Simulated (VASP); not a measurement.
# Sb in VASP: single point with PBE

Aim: the single point of Sb with PBE.

Everything below comes from runs of VASP 6.6.1. Logs are shortened: lines on timing, memory, paths and dates and some standing lists are left out, and cuts for length are marked.

## (1) The cell of the first run

The cell holds a slab with vacuum, 8 atoms: a = 4.301 Å, b = 4.493 Å, c = 24.516 Å, α = 90.00°, β = 90.00°, γ = 90.00°.

## (2) Single point, PBE

Contents of INCAR:

```
SYSTEM = Sb
PREC = Accurate
ENCUT = 520
EDIFF = 1E-6
ISMEAR = -1
SIGMA = 0.05
LREAL = .FALSE.
LASPH = .TRUE.
NELM = 60
ALGO = Normal
ISIF = 2
LWAVE = .FALSE.
LCHARG = .FALSE.
LDIPOL = .TRUE.
IDIPOL = 3
DIPOL = 0.5 0.5 0.500
GGA = PE
NBANDS = 30
```

Contents of KPOINTS:

```
regular mesh
0
G
  6 6 1
  0 0 0
```

Contents of POSCAR:

```
Sb
1.0
    4.3012006640      0.0000000000      0.0000000000
    0.0000000000      4.4926953733      0.0000000000
    0.0000000000      0.0000000000     24.5157280909
Sb
8
Direct
    0.5000000000      0.0284878556      0.3059260558
    0.0000000000      0.5966576973      0.3142121086
    0.0000000000      0.5702030399      0.4325466677
    0.5000000000      0.1383728816      0.4408327205
    0.5000000000      0.1119182242      0.5591672795
    0.0000000000      0.6800880658      0.5674533323
    0.0000000000      0.6536334085      0.6857878914
    0.5000000000      0.2218032501      0.6940739442
```

Potentials or basis: VASP PAW PBE potentials, release 64 (Sb).

Started as:

```sh
> cat potpaw_PBE.64/Sb/POTCAR > POTCAR
> mpirun -np 1 vasp_std > vasp.out
```

OUTCAR:

```text
SYSTEM = Sb
   PREC = Accurate
   ENCUT = 520
   EDIFF = 1E-6
   ISMEAR = -1
   LREAL = .FALSE.
   LASPH = .TRUE.
   NELM = 60
   ISIF = 2
   GGA = PE

 ion  position               nearest neighbor table
   1  0.500  0.028  0.306-   2 2.90   2 2.90   2 3.34   2 3.34   4 3.34
   2  0.000  0.597  0.314-   1 2.90   1 2.90   3 2.90   1 3.34   1 3.34
   3  0.000  0.570  0.433-   4 2.90   4 2.90   2 2.90   6 3.34   4 3.34   4 3.34
   4  0.500  0.138  0.441-   5 2.90   3 2.90   3 2.90   3 3.34   3 3.34   1 3.34
   5  0.500  0.112  0.559-   4 2.90   6 2.90   6 2.90   6 3.34   6 3.34   8 3.34
   6  0.000  0.680  0.567-   5 2.90   5 2.90   7 2.90   3 3.34   5 3.34   5 3.34
   7  0.000  0.654  0.686-   8 2.90   8 2.90   6 2.90   8 3.34   8 3.34
   8  0.500  0.222  0.694-   7 2.90   7 2.90   7 3.34   7 3.34   5 3.34

  LATTYP: Found a simple orthorhombic cell.
 ALAT       =     4.3012006640
 B/A-ratio  =     1.0445212219
 C/A-ratio  =     5.6997406087

  Lattice vectors:

 A1 = (   4.3012006640,   0.0000000000,   0.0000000000)
 A2 = (   0.0000000000,   4.4926953733,   0.0000000000)
 A3 = (   0.0000000000,   0.0000000000,  24.5157280909)

Analysis of symmetry for initial positions (statically):
=====================================================================
 Subroutine PRICEL returns:
 Original cell was already a primitive cell.

 Routine SETGRP: Setting up the symmetry group for a
 simple orthorhombic supercell.

 Subroutine GETGRP returns: Found  4 space group operations
 (whereof  2 operations were pure point group operations)
 out of a pool of  8 trial point group operations.

The static configuration has the point symmetry C_1h.
 The point group associated with its full space group is C_2h.

Analysis of symmetry for dynamics (positions and initial velocities):
=====================================================================
 Subroutine PRICEL returns:
 Original cell was already a primitive cell.

 Routine SETGRP: Setting up the symmetry group for a
 simple orthorhombic supercell.

 Subroutine GETGRP returns: Found  4 space group operations
 (whereof  2 operations were pure point group operations)
 out of a pool of  8 trial point group operations.

The dynamic configuration has the point symmetry C_1h.
 The point group associated with its full space group is C_2h.

 Subroutine INISYM returns: Found  4 space group operations
 (whereof  2 operations are pure point group operations),
 and found     1 'primitive' translations

----------------------------------------------------------------------------------------

                                     Primitive cell

  volume of cell :     473.7415

  direct lattice vectors                    reciprocal lattice vectors
     4.301200664  0.000000000  0.000000000     0.232493222  0.000000000  0.000000000
     0.000000000  4.492695373  0.000000000     0.000000000  0.222583531  0.000000000
     0.000000000  0.000000000 24.515728091     0.000000000  0.000000000  0.040790141

  length of vectors
     4.301200664  4.492695373 24.515728091     0.232493222  0.222583531  0.040790141

  position of ions in fractional coordinates (direct lattice)
     0.500000000  0.028487856  0.305926056
     0.000000000  0.596657697  0.314212109
     0.000000000  0.570203040  0.432546668
     0.500000000  0.138372882  0.440832720
     0.500000000  0.111918224  0.559167280
     0.000000000  0.680088066  0.567453332
     0.000000000  0.653633408  0.685787891
     0.500000000  0.221803250  0.694073944

  ion indices of the primitive-cell ions
   primitive index   ion index
                 1           1
                 2           2
                 3           3
                 4           4
                 5           5
                 6           6
                 7           7
                 8           8

----------------------------------------------------------------------------------------

 KPOINTS: regular mesh

Automatic generation of k-mesh.
 Grid dimensions read from file:
 generate k-points for:    6    6    1

 Generating k-lattice:

  Cartesian coordinates                     Fractional coordinates (reciprocal lattice)
     0.038748870  0.000000000  0.000000000     0.166666667  0.000000000  0.000000000
     0.000000000  0.037097255  0.000000000     0.000000000  0.166666667  0.000000000
     0.000000000  0.000000000  0.040790141     0.000000000  0.000000000  1.000000000

  Length of vectors
     0.038748870  0.037097255  0.040790141

  Shift w.r.t. Gamma in fractional coordinates (k-lattice)
     0.000000000  0.000000000  0.000000000

 Subroutine IBZKPT returns following result:
 ===========================================

 Found     16 irreducible k-points:

 Following reciprocal coordinates:
            Coordinates               Weight
  0.000000  0.000000  0.000000      1.000000
  0.166667  0.000000  0.000000      2.000000
  0.333333  0.000000  0.000000      2.000000
  0.500000  0.000000  0.000000      1.000000
  0.000000  0.166667  0.000000      2.000000
  0.166667  0.166667  0.000000      4.000000
[... 8 lines left out ...]
  0.333333  0.500000  0.000000      2.000000
  0.500000  0.500000  0.000000      1.000000
   k-points           NKPTS =     16   k-points in BZ     NKDIM =     16   number of bands    NBANDS=     30
   number of dos      NEDOS =    301   number of ions     NIONS =      8
   total plane-waves  NPLWV = 221184
   dimension x,y,z NGX =    32 NGY =   36 NGZ =  192
   dimension x,y,z NGXF=    64 NGYF=   72 NGZF=  384
   ions per type =               8
   NGX,Y,Z   is equivalent  to a cutoff of  12.37, 13.32, 13.02 a.u.
   NGXF,Y,Z  is equivalent  to a cutoff of  24.74, 26.64, 26.04 a.u.
 SYSTEM =  Sb
   PREC   = accura    normal or accurate (medium, high low for compatibility)
   ISTART =      0    job   : 0-new  1-cont  2-samecut
   ICHARG =      2    charge: 1-file 2-atom 10-const
   ISPIN  =      1    spin polarized calculation?
   LNONCOLLINEAR =      F non collinear calculations
   LSORBIT =      F    spin-orbit coupling
   LASPH  =      T    aspherical Exc in radial PAW
   ENCUT  =  520.0 eV  38.22 Ry    6.18 a.u.   8.00  8.35 45.58*2*pi/ulx,y,z
   NELM   =     60;   NELMIN=  2; NELMDL= -5     # of ELM steps
   EDIFF  = 0.1E-05   stopping-criterion for ELM
   LREAL  =      F    real-space projection
   EDIFFG = 0.1E-04   stopping-criterion for IOM
   NSW    =      0    number of steps for IOM
   IBRION =     -1    ionic relax: 0-MD 1-quasi-New 2-CG
   NFREE  =      0    steps in history (QN), initial steepest desc. (CG)
   ISIF   =      2    stress and relaxation
   ISYM   =      2    0-nonsym 1-usesym 2-fastsym
   POTIM  = 0.5000    time-step for ionic-motion
   TEBEG  =    0.0;   TEEND  =   0.0 temperature during run
   PSTRESS=    0.0 pullay stress
   NELECT =      40.0000    total number of electrons
   NUPDOWN=      -1.0000    fix difference up-down
   EMIN   =  10.00;   EMAX   =-10.00  energy-range for DOS
   EFERMI =   0.00;   METHOD = LEGACY
   ISMEAR =    -1;   SIGMA  =   0.05  broadening in eV -4-tet -1-fermi 0-gaus
   EFERMI_NEDOS =   21; number of points for ismear=-14 and -15
   IALGO  =     38    algorithm
   IMIX   =      4    mixing-type and parameters
     AMIX     =   0.40;   BMIX     =  1.00
     AMIX_MAG =   1.60;   BMIX_MAG =  1.00
  volume/ion in A,a.u.               =      59.22       399.62
  Fermi-wavevector in a.u.,A,eV,Ry     =   0.718204  1.357208  7.018111  0.515817
  Thomas-Fermi vector in A             =   1.807081
   LORBIT       =      0    0 simple, 1 ext, 2 COOP (PROOUT), +10 PAW based schemes
   GGA     = PE    functional components
   LHFCALC =     F    Hartree Fock is set to
   AEXX    =    0.0000 exact exchange contribution
   IVDW    =     0    specifies the selected vdW correction
   LEPSILON=     F    determine dielectric tensor
   LRPA    =     F    only Hartree local field effects (RPA)
 non-spin polarized calculation
  energy-cutoff  :      520.00
  volume of cell :      473.74
 maximum number of plane-waves:     12814
 NGX is ok and might be reduce to    32
   NGX = 15   NGY = 17   NGZ = 91

 dipolmoment           0.000000      0.000000      0.000000 electrons x Angstroem

 number of electron      40.0000002 magnetization

 dipolmoment           0.000000      0.000000     -0.000000 electrons x Angstroem

 Free energy of the ion-electron system (eV)
  ---------------------------------------------------
  ext. energy  EPLUGINS =         0.00000000
  ---------------------------------------------------
  free energy    TOTEN  =       -32.18875376 eV

  energy without entropy =      -32.16869584  energy(sigma->0) =      -32.17872480

 E-fermi :   1.3826     XC(G=0):  -5.4121

 val. band max:        1.3724598976   @ k =   0.0000   0.3333   0.0000
 cond. band min:       1.4672058007   @ k =   0.3333   0.1667   0.0000
 fundamental gap:      0.0947459031
 Fermi energy:         1.3826052842

 k-point     1 :       0.0000    0.0000    0.0000
  band No.  band energies     occupation
      1     -10.9449      2.00000
      2     -10.3369      2.00000
      3      -9.5576      2.00000
      4      -8.9441      2.00000
      5      -6.0156      2.00000
      6      -5.1980      2.00000
[... 22 lines left out ...]
     29       5.2048      0.00000
     30       5.2958      0.00000

 k-point     2 :       0.1667    0.0000    0.0000
  band No.  band energies     occupation
      1     -10.7354      2.00000
      2     -10.1279      2.00000
      3      -9.3480      2.00000
      4      -8.7276      2.00000
      5      -6.5708      2.00000
      6      -5.8286      2.00000
[... 454 lines left out ...]
 k-point    16 :       0.5000    0.5000    0.0000
  band No.  band energies     occupation
      1      -8.6114      2.00000
      2      -8.5762      2.00000
      3      -8.2817      2.00000
      4      -7.4975      2.00000
      5      -7.1322      2.00000
      6      -6.9151      2.00000
[... 22 lines left out ...]
     29       6.7885      0.00000
     30       6.8382      0.00000

------------------------ aborting loop because EDIFF is reached ----------------------------------------

 vacuum level on the upper side and lower side of the slab       (xc-potential included)        -0.143        -0.144

  FORCE on cell =-STRESS in cart. coord.  units (eV):
  Direction    XX          YY          ZZ          XY          YZ          ZX
  --------------------------------------------------------------------------------------
  -------------------------------------------------------------------------------------
  Total        2.0757059      3.1201665      0.4634438      0.0000000     -0.5833641      0.0000000
  in kB        7.0199647     10.5522939      1.5673507      0.0000000     -1.9729171      0.0000000
  external PRESSURE =       6.3798698 kB  Pullay stress =       0.0000000 kB

 VOLUME and BASIS-vectors are now :
 -----------------------------------------------------------------------------
  energy-cutoff  :      520.00
  volume of cell :      473.74
      direct lattice vectors                 reciprocal lattice vectors
     4.301200664  0.000000000  0.000000000     0.232493222  0.000000000  0.000000000
     0.000000000  4.492695373  0.000000000     0.000000000  0.222583531  0.000000000
     0.000000000  0.000000000 24.515728091     0.000000000  0.000000000  0.040790141

 POSITION                                       TOTAL-FORCE (eV/Angst)
 -----------------------------------------------------------------------------------
      2.15060      0.12799      7.50000         0.000000     -0.120119      0.299261
      0.00000      2.68060      7.70314         0.000000      0.198951     -0.129179
      0.00000      2.56175     10.60420         0.000000      0.072874      0.218974
      2.15060      0.62167     10.80734         0.000000     -0.111894     -0.988766
      2.15060      0.50281     13.70839         0.000000      0.111894      0.988766
      0.00000      3.05543     13.91153         0.000000     -0.072874     -0.218974
      0.00000      2.93658     16.81259         0.000000     -0.198951      0.129179
      2.15060      0.99649     17.01573         0.000000      0.120119     -0.299261
 -----------------------------------------------------------------------------------
    total drift:                               -0.000000      0.000001     -0.000000

  FREE ENERGIE OF THE ION-ELECTRON SYSTEM (eV)
  ---------------------------------------------------
  free  energy   TOTEN  =       -32.1887537568 eV

  energy  without entropy=      -32.1686958449  energy(sigma->0) =      -32.17872480

 vacuum level on the upper side and lower side of the slab         5.687         5.687
```

Run time: 8.8 min. Hardware: 1 thread of Intel Xeon 8259CL, shared host; peak memory 0.57 GiB.

Results:

- Free energy: -32.1888 eV
- Largest force: 0.995 eV/Å
- Band gap on the k mesh: zero (bands 20 and 21 overlap by 0.02 eV)

Forces on the atoms (eV/Å):
```
Sb   0.000 -0.120  0.299
Sb   0.000  0.199 -0.129
Sb   0.000  0.073  0.219
Sb   0.000 -0.112 -0.989
Sb   0.000  0.112  0.989
Sb   0.000 -0.073 -0.219
Sb   0.000 -0.199  0.129
Sb   0.000  0.120 -0.299
```

Levels at points of the mesh, in eV from the Fermi level:
```tsv
k point	band 18	band 19	band 20	band 21	band 22	band 23
(0.00, 0.00, 0.00)	-1.68	-1.09	-0.58	0.76	1.73	1.93
(0.50, 0.00, 0.00)	-0.85	-0.84	-0.37	0.44	0.62	0.63
(0.00, 0.50, 0.00)	-0.46	-0.04	-0.01	0.34	0.70	0.76
(0.50, 0.50, 0.00)	-2.65	-1.25	-0.62	0.78	1.79	2.22
```

Caveat: spin-orbit coupling is left out, which moves the levels of the heavy elements.
